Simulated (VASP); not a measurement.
# LiNbO3 (R3c) in VASP: further runs

LiNbO3 is run at these levels: r2SCAN; tasks: single point.

Program: VASP 6.6.1. These are calculated values, not measurements. Logs are shortened: lines on timing, memory, paths and dates and some standing lists are left out, and cuts for length are marked.

### Step 1. The cell of the first run

It takes space group R3c (No. 161, trigonal). Conventional cell: a = 5.137 Å, b = 5.137 Å, c = 13.885 Å, α = 90.00°, β = 90.00°, γ = 120.00°. Within 2.7 Å of Li (site symmetry 3) lie 6 O at 2.05 to 2.24 Å. Within 2.5 Å of Nb (site symmetry 3) lie 6 O at 1.88 to 2.14 Å. Within 2.5 Å of O (site symmetry 1) lie 2 Nb at 1.88 to 2.14 Å and 2 Li at 2.05 to 2.24 Å.

### Step 2. Single point, r2SCAN

Contents of POSCAR:

```
LiNbO3
1.0
    2.5687004035      1.4830398694      4.6282271812
   -2.5687004035      1.4830398694      4.6282271812
    0.0000000000     -2.9660797388      4.6282271812
Li Nb O
2 2 6
Direct
    0.7821703297      0.7821703297      0.7821703297
    0.2821703297      0.2821703297      0.2821703297
    0.5001763109      0.5001763109      0.5001763109
    1.0001763109      1.0001763109      0.0001763109
    0.6079877655      0.2196418006      0.8620237934
    0.8620237934      0.6079877655      0.2196418006
    0.1079877655      0.3620237934      0.7196418006
    0.2196418006      0.8620237934      0.6079877655
    0.7196418006      0.1079877655      0.3620237934
    0.3620237934      0.7196418006      0.1079877655
```

Contents of INCAR.step1:

```
SYSTEM = LiNbO3
ALGO     = Normal         ! electronic algorithm
EDIFF    = 1E-4           ! SCF threshold, eV
ENCUT    = 520            ! plane-wave cutoff, eV
GGA      = PE             ! functional
ISMEAR   = 0              ! smearing method
LASPH    = .TRUE.         ! aspherical terms in the spheres
LCHARG   = .FALSE.        ! write CHGCAR
LREAL    = .FALSE.        ! projectors in reciprocal space
LWAVE    = .TRUE.         ! write WAVECAR
NBANDS   = 45             ! bands
NELM     = 100            ! most SCF steps
PREC     = Accurate       ! precision mode
SIGMA    = 0.01           ! smearing width, eV
```

Contents of INCAR.step2:

```
SYSTEM = LiNbO3
ALGO     = Normal         ! electronic algorithm
EDIFF    = 1E-6           ! SCF threshold, eV
ENCUT    = 520            ! plane-wave cutoff, eV
ISIF     = 2              ! what is computed and relaxed
ISMEAR   = 0              ! smearing method
ISTART   = 1            
LASPH    = .TRUE.         ! aspherical terms in the spheres
LCHARG   = .FALSE.        ! write CHGCAR
LMIXTAU  = .TRUE.       
LREAL    = .FALSE.        ! projectors in reciprocal space
LWAVE    = .FALSE.        ! write WAVECAR
METAGGA  = R2SCAN         ! meta-GGA
NBANDS   = 45             ! bands
NELM     = 100            ! most SCF steps
PREC     = Accurate       ! precision mode
SIGMA    = 0.01           ! smearing width, eV
```

Contents of KPOINTS:

```
k-points
0
G
  6 6 6
  0 0 0
```

Potentials or basis: VASP PAW PBE potentials, release 64 (Li_sv, Nb_sv, O).

Command:

```
> cat potpaw_PBE.64/Li_sv/POTCAR potpaw_PBE.64/Nb_sv/POTCAR potpaw_PBE.64/O/POTCAR > POTCAR
> cp INCAR.step1 INCAR
> mpirun -np 1 vasp_std > vasp.out
> cp INCAR.step2 INCAR
> mpirun -np 1 vasp_std > vasp.out
```

OUTCAR:

```text
SYSTEM = LiNbO3
   EDIFF = 1E-6
   ENCUT = 520
   ISIF = 2
   ISMEAR = 0
   ISTART = 1
   LASPH = .TRUE.
   LREAL = .FALSE.
   METAGGA = R2SCAN
   NELM = 100
   PREC = Accurate

 ion  position               nearest neighbor table
   1  0.782  0.782  0.782-  10 2.05   9 2.05   7 2.05   6 2.24   8 2.24   5 2.24
   2  0.282  0.282  0.282-   8 2.05   5 2.05   6 2.05   7 2.24  10 2.24   9 2.24
   3  0.500  0.500  0.500-   6 1.88   5 1.88   8 1.88   7 2.14  10 2.14   9 2.14
   4  0.000  0.000  0.000-   7 1.88   9 1.88  10 1.88   6 2.14   8 2.14   5 2.14
   5  0.608  0.220  0.862-   3 1.88   2 2.05   4 2.14   1 2.24
   6  0.862  0.608  0.220-   3 1.88   2 2.05   4 2.14   1 2.24
   7  0.108  0.362  0.720-   4 1.88   1 2.05   3 2.14   2 2.24
   8  0.220  0.862  0.608-   3 1.88   2 2.05   4 2.14   1 2.24
   9  0.720  0.108  0.362-   4 1.88   1 2.05   3 2.14   2 2.24
  10  0.362  0.720  0.108-   4 1.88   1 2.05   3 2.14   2 2.24

  LATTYP: Found a trigonal (rhomboedric) cell.
 ALAT       =     5.4971006774
 COS(alpha) =     0.5632936353

  Lattice vectors:

 A1 = (   2.5687004035,   1.4830398694,   4.6282271812)
 A2 = (  -2.5687004035,   1.4830398694,   4.6282271812)
 A3 = (   0.0000000000,  -2.9660797388,   4.6282271812)

Analysis of symmetry for initial positions (statically):
=====================================================================
 Subroutine PRICEL returns:
 Original cell was already a primitive cell.

 Routine SETGRP: Setting up the symmetry group for a
 trigonal (rhombohedral) supercell.

 Subroutine GETGRP returns: Found  6 space group operations
 (whereof  3 operations were pure point group operations)
 out of a pool of 12 trial point group operations.

The static configuration has the point symmetry C_3 .
 The point group associated with its full space group is C_3v.

Analysis of symmetry for dynamics (positions and initial velocities):
=====================================================================
 Subroutine PRICEL returns:
 Original cell was already a primitive cell.

 Routine SETGRP: Setting up the symmetry group for a
 trigonal (rhombohedral) supercell.

 Subroutine GETGRP returns: Found  6 space group operations
 (whereof  3 operations were pure point group operations)
 out of a pool of 12 trial point group operations.

The dynamic configuration has the point symmetry C_3 .
 The point group associated with its full space group is C_3v.

 Subroutine INISYM returns: Found  6 space group operations
 (whereof  3 operations are pure point group operations),
 and found     1 'primitive' translations

----------------------------------------------------------------------------------------

                                     Primitive cell

  volume of cell :     105.7870

  direct lattice vectors                    reciprocal lattice vectors
     2.568700403  1.483039869  4.628227181     0.194650960  0.112381784  0.072021817
    -2.568700403  1.483039869  4.628227181    -0.194650960  0.112381784  0.072021817
     0.000000000 -2.966079739  4.628227181     0.000000000 -0.224763569  0.072021817

  length of vectors
     5.497100677  5.497100677  5.497100677     0.236020770  0.236020770  0.236020770

  position of ions in fractional coordinates (direct lattice)
     0.782170330  0.782170330  0.782170330
     0.282170330  0.282170330  0.282170330
     0.500176311  0.500176311  0.500176311
     0.000176311  0.000176311  0.000176311
     0.607987765  0.219641801  0.862023793
     0.862023793  0.607987765  0.219641801
     0.107987765  0.362023793  0.719641801
     0.219641801  0.862023793  0.607987765
     0.719641801  0.107987765  0.362023793
     0.362023793  0.719641801  0.107987765

  ion indices of the primitive-cell ions
   primitive index   ion index
                 1           1
                 2           2
                 3           3
                 4           4
                 5           5
                 6           6
                 7           7
                 8           8
                 9           9
                10          10

----------------------------------------------------------------------------------------

 KPOINTS: k-points

Automatic generation of k-mesh.
 Grid dimensions read from file:
 generate k-points for:    6    6    6

 Generating k-lattice:

  Cartesian coordinates                     Fractional coordinates (reciprocal lattice)
     0.032441827  0.018730297  0.012003636     0.166666667  0.000000000  0.000000000
    -0.032441827  0.018730297  0.012003636     0.000000000  0.166666667  0.000000000
     0.000000000 -0.037460595  0.012003636     0.000000000  0.000000000  0.166666667

  Length of vectors
     0.039336795  0.039336795  0.039336795

  Shift w.r.t. Gamma in fractional coordinates (k-lattice)
     0.000000000  0.000000000  0.000000000

 Subroutine IBZKPT returns following result:
 ===========================================

 Found     32 irreducible k-points:

[... 36 lines left out ...]
   ISIF   =      2    stress and relaxation
   ISYM   =      2    0-nonsym 1-usesym 2-fastsym
   POTIM  = 0.5000    time-step for ionic-motion
   TEBEG  =    0.0;   TEEND  =   0.0 temperature during run
   PSTRESS=    0.0 pullay stress
   NELECT =      68.0000    total number of electrons
   NUPDOWN=      -1.0000    fix difference up-down
   EMIN   =  10.00;   EMAX   =-10.00  energy-range for DOS
   EFERMI =   0.00;   METHOD = LEGACY
   ISMEAR =     0;   SIGMA  =   0.01  broadening in eV -4-tet -1-fermi 0-gaus
   EFERMI_NEDOS =   21; number of points for ismear=-14 and -15
   IALGO  =     38    algorithm
   IMIX   =      4    mixing-type and parameters
     AMIX     =   0.40;   BMIX     =  1.00
     AMIX_MAG =   1.60;   BMIX_MAG =  1.00
  volume/ion in A,a.u.               =      10.58        71.39
  Fermi-wavevector in a.u.,A,eV,Ry     =   1.412864  2.669926 27.159747  1.996185
  Thomas-Fermi vector in A             =   2.534569
   LORBIT       =      0    0 simple, 1 ext, 2 COOP (PROOUT), +10 PAW based schemes
   METAGGA = R2SCAN    functional components
   LHFCALC =     F    Hartree Fock is set to
   AEXX    =    0.0000 exact exchange contribution
   IVDW    =     0    specifies the selected vdW correction
   LEPSILON=     F    determine dielectric tensor
   LRPA    =     F    only Hartree local field effects (RPA)
 non-spin polarized calculation
 Gauss-broadening in eV      SIGMA  =   0.01
  energy-cutoff  :      520.00
  volume of cell :      105.79
 maximum number of plane-waves:      2892
 NGX is ok and might be reduce to    42
   NGX = 21   NGY = 21   NGZ = 21

 number of electron      67.9999997 magnetization

 Free energy of the ion-electron system (eV)
  ---------------------------------------------------
  ext. energy  EPLUGINS =         0.00000000
  ---------------------------------------------------
  free energy    TOTEN  =      -118.64584333 eV

  energy without entropy =     -118.64584333  energy(sigma->0) =     -118.64584333

 E-fermi :   3.3321     XC(G=0): -11.5104

 val. band max:        3.1986788090   @ k =   0.1667   0.1667   0.1667
 cond. band min:       7.2273584784   @ k =   0.5000   0.3333   0.0000
 fundamental gap:      4.0286796693
 Fermi energy:         3.3320572630

 k-point     1 :       0.0000    0.0000    0.0000
  band No.  band energies     occupation
      1     -52.6732      2.00000
      2     -52.6562      2.00000
      3     -40.6092      2.00000
      4     -40.6066      2.00000
      5     -28.2613      2.00000
      6     -28.2613      2.00000
[... 37 lines left out ...]
     44      13.7138      0.00000
     45      13.7141      0.00000

 k-point     2 :       0.1667    0.0000   -0.0000
  band No.  band energies     occupation
      1     -52.6721      2.00000
      2     -52.6573      2.00000
      3     -40.6091      2.00000
      4     -40.6068      2.00000
      5     -28.2517      2.00000
      6     -28.2500      2.00000
[... 1048 lines left out ...]
 k-point    24 :      -0.3333    0.5000    0.1667
  band No.  band energies     occupation
      1     -52.6661      2.00000
      2     -52.6632      2.00000
      3     -40.6083      2.00000
      4     -40.6078      2.00000
      5     -28.2633      2.00000
      6     -28.2614      2.00000
[... 37 lines left out ...]
     44      13.3613      0.00000
     45      14.4325      0.00000

 [... further k-points ...]

------------------------ aborting loop because EDIFF is reached ----------------------------------------

  FORCE on cell =-STRESS in cart. coord.  units (eV):
  Direction    XX          YY          ZZ          XY          YZ          ZX
  --------------------------------------------------------------------------------------
  -------------------------------------------------------------------------------------
  Total       -0.1232247     -0.1232247     -0.1136829      0.0000000      0.0000000      0.0000000
  in kB       -1.8662776     -1.8662776     -1.7217631      0.0000000      0.0000000      0.0000000
  external PRESSURE =      -1.8181061 kB  Pullay stress =       0.0000000 kB

 VOLUME and BASIS-vectors are now :
 -----------------------------------------------------------------------------
  energy-cutoff  :      520.00
  volume of cell :      105.79
      direct lattice vectors                 reciprocal lattice vectors
     2.568700403  1.483039869  4.628227181     0.194650960  0.112381784  0.072021817
    -2.568700403  1.483039869  4.628227181    -0.194650960  0.112381784  0.072021817
     0.000000000 -2.966079739  4.628227181     0.000000000 -0.224763569  0.072021817

 POSITION                                       TOTAL-FORCE (eV/Angst)
 -----------------------------------------------------------------------------------
      0.00000      0.00000     10.86019         0.000000     -0.000000     -0.015569
      0.00000      0.00000      3.91785         0.000000     -0.000000     -0.015569
      0.00000      0.00000      6.94479         0.000000     -0.000000     -0.023596
      0.00000      0.00000      0.00245         0.000000     -0.000000     -0.023596
      0.99754     -1.32942      7.82010         0.009668     -0.013800      0.013055
      0.65254      1.52861      7.82010         0.007117      0.015273      0.013055
     -0.65254     -1.43747      5.50599        -0.007117      0.015273      0.013055
     -1.65009     -0.19919      7.82010        -0.016785     -0.001473      0.013055
      1.57116      0.15362      5.50599        -0.009668     -0.013800      0.013055
     -0.91861      1.28385      5.50599         0.016785     -0.001473      0.013055
 -----------------------------------------------------------------------------------
    total drift:                                0.000000     -0.000001     -0.084372

  FREE ENERGIE OF THE ION-ELECTRON SYSTEM (eV)
  ---------------------------------------------------
  free  energy   TOTEN  =      -118.6458433262 eV

  energy  without entropy=     -118.6458433262  energy(sigma->0) =     -118.64584333
```

Wall time 6.1 min (1 thread of Intel Xeon 6975P-C (Granite Rapids), shared host); peak memory 0.36 GiB.

What came out:

```yaml
Free_energy: -118.6458 eV
Largest_force: 0.024 eV/Å
Band_gap_on_the_k_mesh: 4.03 eV (least direct gap 4.06 eV)
```

Forces on the atoms (eV/Å):
```
Li   0.000  0.000 -0.016
Li   0.000  0.000 -0.016
Nb   0.000  0.000 -0.024
Nb   0.000  0.000 -0.024
O    0.010 -0.014  0.013
O    0.007  0.015  0.013
O   -0.007  0.015  0.013
O   -0.017 -0.001  0.013
O   -0.010 -0.014  0.013
O    0.017 -0.001  0.013
```

Levels at points of the mesh, in eV from the valence-band top:
| k point | band 32 | band 33 | band 34 | band 35 | band 36 | band 37 |
| --- | --- | --- | --- | --- | --- | --- |
| (0.00, 0.00, 0.00) | -0.51 | -0.01 | -0.01 | 4.05 | 4.05 | 4.51 |
| (0.50, 0.00, 0.00) | -0.29 | -0.20 | -0.20 | 4.30 | 4.30 | 5.16 |
| (0.50, 0.50, 0.00) | -0.67 | -0.48 | -0.20 | 4.13 | 4.57 | 5.03 |
| (0.50, 0.50, 0.50) | -0.31 | -0.31 | -0.31 | 5.09 | 5.09 | 5.28 |

Caveat: the cutoff is under 1.25 times the usual one of these potentials, so pressure, stress and relaxed cells hold a basis-set (Pulay) error; the PAW data sets were made with another functional, which shifts forces and pressure a little.

### Step 3. Single point, r2SCAN (10.90 Å³/atom)

This run uses another cell than the first one, of 10.90 Å³/atom.

POSCAR, as its differences from that of step 2:

```diff
@@ -2,5 +2,5 @@
 1.0
-    2.5687004035      1.4830398694      4.6282271812
-   -2.5687004035      1.4830398694      4.6282271812
-    0.0000000000     -2.9660797388      4.6282271812
+    2.5941347349      1.4977243875      4.6740541930
+   -2.5941347349      1.4977243875      4.6740541930
+    0.0000000000     -2.9954487750      4.6740541930
 Li Nb O
```

Contents of INCAR.step1:

```
PREC = Accurate
ENCUT = 520
ISMEAR = 0
SIGMA = 0.01
LREAL = False
LASPH = True
NELM = 100
NBANDS = 45
GGA = PE
ALGO = Normal
EDIFF = 1E-4
LWAVE = True
LCHARG = False
```

Contents of INCAR.step2:

```
PREC = Accurate
ENCUT = 520
EDIFF = 1E-7
ISMEAR = 0
SIGMA = 0.01
LREAL = False
LASPH = True
NELM = 100
ALGO = Normal
ISIF = 2
LWAVE = False
LCHARG = False
METAGGA = R2SCAN
LMIXTAU = True
NBANDS = 45
ISTART = 1
```

Contents of KPOINTS:

```
Automatic mesh
0
Gamma
  6 6 6
```

Potentials or basis: VASP PAW PBE potentials, release 64 (Li_sv, Nb_sv, O).

Command:

```
> cat potpaw_PBE.64/Li_sv/POTCAR potpaw_PBE.64/Nb_sv/POTCAR potpaw_PBE.64/O/POTCAR > POTCAR
> cp INCAR.step1 INCAR
> mpirun -np 1 vasp_std > vasp.out
> cp INCAR.step2 INCAR
> mpirun -np 1 vasp_std > vasp.out
```

It took 7.3 min on 1 thread of Intel Xeon 6975P-C (Granite Rapids), shared host; peak memory 0.36 GiB.

Results (log left out):

```yaml
Free_energy: -118.5859 eV
Largest_force: 0.371 eV/Å
Band_gap_on_the_k_mesh: 3.88 eV (least direct gap 3.92 eV)
```

Forces on the atoms (eV/Å):
```
Li   0.000  0.000 -0.012
Li   0.000  0.000 -0.012
Nb   0.000  0.000  0.265
Nb   0.000  0.000  0.265
O   -0.103  0.346 -0.084
O   -0.248 -0.263 -0.084
O    0.248 -0.263 -0.084
O    0.352 -0.084 -0.084
O    0.103  0.346 -0.084
O   -0.352 -0.084 -0.084
```

Levels at points of the mesh, in eV from the valence-band top:
```
           k point  band 30  band 31  band 32  band 33  band 34  band 35  band 36  band 37  band 38  band 39
(0.00, 0.00, 0.00)    -0.70    -0.63    -0.53    -0.01    -0.01     3.91     3.91     4.35     5.36     5.36
(0.50, 0.00, 0.00)    -0.44    -0.30    -0.30    -0.20    -0.20     4.14     4.14     4.97     4.97     5.19
(0.50, 0.50, 0.00)    -0.98    -0.70    -0.66    -0.50    -0.20     3.98     4.40     4.84     4.86     5.47
(0.50, 0.50, 0.50)    -0.63    -0.30    -0.30    -0.30    -0.30     4.89     4.89     5.08     5.08     5.08
```

Caveat: the cutoff is under 1.25 times the usual one of these potentials, so pressure, stress and relaxed cells hold a basis-set (Pulay) error; the PAW data sets were made with another functional, which shifts forces and pressure a little.

### Step 4. Single point, r2SCAN (11.21 Å³/atom)

This run uses another cell than the first one, of 11.21 Å³/atom.

POSCAR, as its differences from that of step 3:

```diff
@@ -2,5 +2,5 @@
 1.0
-    2.5941347349      1.4977243875      4.6740541930
-   -2.5941347349      1.4977243875      4.6740541930
-    0.0000000000     -2.9954487750      4.6740541930
+    2.6190798683      1.5121264670      4.7189997790
+   -2.6190798683      1.5121264670      4.7189997790
+    0.0000000000     -3.0242529340      4.7189997790
 Li Nb O
```

Contents of INCAR.step1:

```
PREC = Accurate ; ENCUT = 520
ISMEAR = 0 ; SIGMA = 0.01
LREAL = False ; LASPH = True
NELM = 100 ; NBANDS = 45
GGA = PE ; ALGO = Normal
EDIFF = 1E-4 ; LWAVE = True
LCHARG = False
```

Contents of INCAR.step2:

```
PREC = Accurate ; ENCUT = 520
EDIFF = 1E-6 ; ISMEAR = 0
SIGMA = 0.01 ; LREAL = False
LASPH = True ; NELM = 100
ALGO = Normal ; ISIF = 2
LWAVE = False ; LCHARG = False
METAGGA = R2SCAN ; LMIXTAU = True
NBANDS = 45 ; ISTART = 1
```

KPOINTS is that of step 3.

Command:

```
> cat potpaw_PBE.64/Li_sv/POTCAR potpaw_PBE.64/Nb_sv/POTCAR potpaw_PBE.64/O/POTCAR > POTCAR
> cp INCAR.step1 INCAR
> mpirun -np 1 vasp_std > vasp.out
> cp INCAR.step2 INCAR
> mpirun -np 1 vasp_std > vasp.out
```

It took 6.3 min on 1 thread of Intel Xeon 6975P-C (Granite Rapids), shared host; peak memory 0.36 GiB.

The run converged. Its results:

```yaml
Free_energy: -118.4140 eV
Largest_force: 0.721 eV/Å
Band_gap_on_the_k_mesh: 3.74 eV (least direct gap 3.77 eV)
```

Forces in eV/Å, atoms in the order of the input:
```
Li   0.000  0.000  0.004
Li   0.000  0.000  0.004
Nb   0.000  0.000  0.528
Nb   0.000  0.000  0.528
O   -0.206  0.668 -0.177
O   -0.476 -0.513 -0.177
O    0.476 -0.513 -0.177
O    0.682 -0.156 -0.177
O    0.206  0.668 -0.177
O   -0.682 -0.156 -0.177
```

Levels at points of the mesh, in eV from the valence-band top:
| k point | band 31 | band 32 | band 33 | band 34 | band 35 | band 36 | band 37 | band 38 |
| --- | --- | --- | --- | --- | --- | --- | --- | --- |
| (0.00, 0.00, 0.00) | -0.61 | -0.54 | 0.00 | 0.00 | 3.77 | 3.77 | 4.19 | 5.15 |
| (0.50, 0.00, 0.00) | -0.30 | -0.30 | -0.20 | -0.20 | 3.99 | 3.99 | 4.79 | 4.79 |
| (0.50, 0.50, 0.00) | -0.73 | -0.64 | -0.51 | -0.19 | 3.84 | 4.24 | 4.66 | 4.68 |
| (0.50, 0.50, 0.50) | -0.30 | -0.30 | -0.30 | -0.30 | 4.71 | 4.71 | 4.88 | 4.88 |

Caveat: the cutoff is under 1.25 times the usual one of these potentials, so pressure, stress and relaxed cells hold a basis-set (Pulay) error; the PAW data sets were made with another functional, which shifts forces and pressure a little. A k mesh can miss the band edges.

### Step 5. Overview

```csv
cell,gap on the mesh (eV),largest force (eV/Å)
"a = 5.497 Å, angles 55.7°, 10 atoms",4.03,0.02
"a = 5.552 Å, angles 55.7°, 10 atoms",3.88,0.37
"a = 5.605 Å, angles 55.7°, 10 atoms",3.74,0.72
```

Alike in all rows: task single point; level r2SCAN; potentials or basis VASP PAW PBE potentials, release 64 (Li_sv, Nb_sv, O); no spin polarisation; k mesh 6 × 6 × 6; cutoff (eV) 520; smearing gaussian 0.01 eV.

Caveats: the cutoff is under 1.25 times the usual one of these potentials, so pressure, stress and relaxed cells hold a basis-set (Pulay) error; the PAW data sets were made with another functional, which shifts forces and pressure a little.

Absolute energies hang on the potentials; compare differences alone.
